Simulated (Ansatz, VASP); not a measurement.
# One calculation of ScCu, two programs

```xyz
2
Lattice="3.2560 0.0000 0.0000 0.0000 3.2560 0.0000 0.0000 0.0000 3.2560" Properties=species:S:1:pos:R:3 pbc="T T T"
Sc    1.6280    1.6280    1.6280
Cu    0.0000    0.0000    0.0000
```

Alike in both runs: task single point; functional LDA; k mesh 14 × 14 × 14; occupations gaussian, width 0.15 eV; no spin polarisation.

```csv
,VASP,Ansatz
version,VASP 6.6.1,Ansatz 0.2.0
potentials or method,"VASP PAW LDA potentials, release 64 (Sc_sv, Cu), cutoff 520 eV","scalar-relativistic, plane waves, PAW"
valence electrons in the cell,22,30
```

VASP gave:

| Quantity | Value |
| --- | --- |
| gap on the k mesh at the Fermi level (eV) | none |
| pressure (GPa) | -6.9 |

**Question.** Estimate Ansatz's values.

**Answer.** gap on the k mesh at the Fermi level (eV): none; pressure (GPa): -7.6.

LDA's correlation is that of Perdew and Zunger in VASP and of Perdew and Wang (1992) in Ansatz. A gap of «none» marks a metal or a gap that the smearing closes. VASP's potentials hold 22 valence electrons a cell and Ansatz's 30, so a difference there can come from the potentials and not from the codes.
